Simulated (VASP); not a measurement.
Wanted: the native input for a VASP 6.6.1 run.

```yaml
Task: single point
Functional: PBEsol
Potentials_or_basis: VASP PAW PBE potentials, release 64 (Sn_d, O)
Cutoff: 520 eV
k_mesh: 6 × 6 × 8
Occupations: fermi-dirac, width 0.05 eV
Spin: no spin polarisation
Dipole_correction: no
Further_INCAR_settings: ALGO = Normal; EDIFF = 1e-06; NBANDS = 35
```

The structure of SnO2 lies in POSCAR:

```
SnO2
1.0
    4.7062003841      0.0000000000      0.0000000000
    0.0000000000      4.7062003841      0.0000000000
    0.0000000000      0.0000000000      3.1651134496
Sn O
2 4
Direct
    0.5000000000      0.5000000000      0.5000000000
    0.0000000000      0.0000000000      0.0000000000
    0.8071000000      0.1929000000      0.5000000000
    0.6929000000      0.6929000000      0.0000000000
    0.1929000000      0.8071000000      0.5000000000
    0.3071000000      0.3071000000      0.0000000000
```

One way to write it, as run:

INCAR

```
PREC     = Accurate       # precision mode
ENCUT    = 520            # plane-wave cutoff, eV
EDIFF    = 1E-6           # SCF threshold, eV
ISMEAR   = -1             # smearing method
SIGMA    = 0.05           # smearing width, eV
LREAL    = F              # projectors in reciprocal space
LASPH    = T              # aspherical terms in the spheres
NELM     = 80             # most SCF steps
ALGO     = Normal         # electronic algorithm
ISIF     = 2              # what is computed and relaxed
LWAVE    = F              # write WAVECAR
LCHARG   = F              # write CHGCAR
GGA      = PS             # functional
NBANDS   = 35             # bands
```

KPOINTS

```
Automatic mesh
0
Gamma
  6 6 8
```

Potentials or basis: VASP PAW PBE potentials, release 64 (Sn_d, O).

Run with:

```bash
$ cat potpaw_PBE.64/Sn_d/POTCAR potpaw_PBE.64/O/POTCAR > POTCAR
$ mpirun -np 1 vasp_std > vasp.out
```

It gave:

The pressure is 10.2 GPa and the largest force is 0.316 eV/Å. The band gap on the k mesh is 1.41 eV.

Caveat: the cell stands under pressure; the PAW data sets were made with another functional, which shifts forces and pressure a little; spin-orbit coupling is left out, which moves the levels of the heavy elements.

It took 50 s on 1 thread of AMD EPYC 9R45 96-Core Processor (Zen 5) (shared host), peak memory 0.2 GiB.
